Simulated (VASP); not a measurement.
Here is a VASP 6.6.1 calculation.

Contents of INCAR:

```
SYSTEM = ZrSi7
  ALGO = Normal
  EDIFF = 1E-6
  ENCUT = 520
  GGA = PE
  ISIF = 2
  ISMEAR = -1
  ISYM = 0
  LASPH = .TRUE.
  LCHARG = .TRUE.
  LELF = .TRUE.
  LREAL = Auto
  LVHAR = .TRUE.
  LWAVE = .FALSE.
  NBANDS = 54
  NELM = 60
  PREC = Accurate
  SIGMA = 0.218
```

Contents of KPOINTS:

```
Automatic mesh
0
Gamma
  1 1 1
  0.25 0.25 0.25
```

The input POSCAR:

```
ZrSi7
1.0
    6.3834610000      0.2107420000      0.1575520000
    0.2107420000      6.5561630000     -0.0013120000
    0.1575520000     -0.0013120000      6.4400080000
Si Zr
14 2
Direct
    0.5812626726      0.6567234091      0.8065349491
    0.7022483369      0.3017750704      0.2056174929
    0.7656522945      0.6539655421      0.5005993708
    1.1930724174      0.1243964662      0.8391590915
    0.2320795384      0.8087625519      0.6532197632
    0.2521194556      0.2604468059      0.5242917061
    0.5407553213      0.2576585260      0.8987446857
    0.8706659257      0.3254499003      0.5468547294
    0.8618639625      0.9567017735      0.4304151178
   -0.0842963650      0.5089248970      0.8870386140
    0.0496804776      0.1396019388      0.1972784660
    0.4060076422      0.5148233748      0.4221218564
    0.2278089419      0.4190331995      0.1264256220
    0.5103136150      1.0404825804      0.3002345933
    0.8174419264      0.8505603939      1.0350077709
    0.3160590556      0.7632902882      1.0841945694
```

Potentials or basis: VASP PAW PBE potentials, release 64 (Si, Zr_sv).

Command:

```bash
$ cat potpaw_PBE.64/Si/POTCAR potpaw_PBE.64/Zr_sv/POTCAR > POTCAR
$ mpirun -np 1 vasp_std > vasp.out
```

(1) Estimate the largest force.

(2) Estimate the band gap on the k mesh.

Results:

(1) 4.751 eV/Å.

(2) 0.21 eV.

Caveat: the k points lie up to 0.99 Å⁻¹ apart.
